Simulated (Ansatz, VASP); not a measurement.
**Two plane-wave programs on GdCu3**

INCAR

```
ALGO = Normal ; EDIFF = 1E-6
ENCUT = 520 ; GGA = PS
ISIF = 2 ; ISMEAR = 0
ISPIN = 2 ; LASPH = True
LCHARG = False ; LMAXMIX = 6
LORBIT = 11 ; LREAL = False
LWAVE = False ; MAGMOM = 7 0 0 0
NBANDS = 38 ; NELM = 150
PREC = Accurate ; SIGMA = 0.05
```

Contents of KPOINTS:

```
k-points
0
Gamma
  8 8 8
```

Contents of POSCAR:

```
GdCu3
1.0
    4.0361002085      0.0000000000      0.0000000000
    0.0000000000      4.0361002085      0.0000000000
    0.0000000000      0.0000000000      4.0361002085
Gd Cu
1 3
Direct
    0.0000000000      0.0000000000      0.0000000000
    0.0000000000      0.5000000000      0.5000000000
    0.5000000000      0.5000000000      0.0000000000
    0.5000000000      0.0000000000      0.5000000000
```

Input for Ansatz:

```yaml
crystal:
  lattice:
    - [4.0361002085, 0.0, 0.0]
    - [0.0, 4.0361002085, 0.0]
    - [0.0, 0.0, 4.0361002085]
  atoms:
    - { symbol: Gd, position: [0.0, 0.0, 0.0], spin: 7.0 }
    - { symbol: Cu, position: [0.0, 0.5, 0.5] }
    - { symbol: Cu, position: [0.5, 0.5, 0.0] }
    - { symbol: Cu, position: [0.5, 0.0, 0.5] }
basis:
  ecutwfc: 420
  ecutrho_ratio: 4
kpoints:
  mp_grid: { grid: [8, 8, 8] }
hamiltonian:
  xc: pbesol
scf:
  occupations: { method: gaussian, width: 0.05 }
  mixing: { algorithm: msr1, beta: 0.1 }
output:
  forces: true
  stress: true
  write_density: true
  write_potential: true
  elf: true
  volumetric_format: npy
magnetization:
  spin_polarized: true
```

Alike in both runs: task single point; functional PBEsol; k mesh 8 × 8 × 8; occupations gaussian, width 0.05 eV; collinear spin.

|  | VASP | Ansatz |
| --- | --- | --- |
| version | VASP 6.6.1 | Ansatz 0.2.0 |
| potentials or method | VASP PAW PBE potentials, release 64 (Gd, Cu), cutoff 520 eV | scalar-relativistic, plane waves, PAW |
| valence electrons in the cell | 51 | 75 |

```tsv
	VASP	Ansatz	Ansatz less VASP
gap on the k mesh at the Fermi level (eV)	none	none	-
pressure (GPa)	0.3	0.0	-0.34
net moment per atom (μB)	1.85	1.85	-0.002
size of the moment on the site where the two differ most (μB)	6.87	6.99	+0.124
```

VASP's potentials were made for PBE, not for PBEsol. Site moments also hang on the region over which each program counts them. A gap of «none» marks a metal or a gap that the smearing closes. VASP's potentials hold 51 valence electrons a cell and Ansatz's 75, so a difference there can come from the potentials and not from the codes.

Spin-orbit coupling is off throughout.
